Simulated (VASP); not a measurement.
GaAs: vibrations by perturbation theory with RPBE

Crystal: GaAs.

```
CELL_PARAMETERS angstrom
0.00000 2.90230 2.90230
2.90230 0.00000 2.90230
2.90230 2.90230 0.00000
ATOMIC_POSITIONS crystal
Ga 0.00000 0.00000 0.00000
As 0.75000 0.75000 0.75000
```

```yaml
Program: VASP 6.6.1
Task: vibrations by perturbation theory
Functional: RPBE
Potentials_or_basis: VASP PAW PBE potentials, release 64 (Ga_d, As)
Cutoff: 520 eV
k_mesh: 12 × 12 × 12
Occupations: gaussian, width 0.01 eV
Spin: no spin polarisation
Dipole_correction: no
Further_INCAR_settings: ALGO = Normal; EDIFF = 1e-08; NBANDS = 16; IBRION = 8; NSW = 1
```

```yaml
Highest_phonon_frequency_at_Γ_LO-TO_splitting_left_out: 245 cm⁻¹
```

Phonon frequencies in cm⁻¹ (negative: imaginary):
```csv
q point,frequencies
"(0.000, 0.000, 0.000)",0 0 0 245 245 245
```

It took 4.4 min on 1 thread of Intel(R) Xeon(R) 6975P-C (Granite Rapids), on a shared host, peak memory 0.58 GiB.
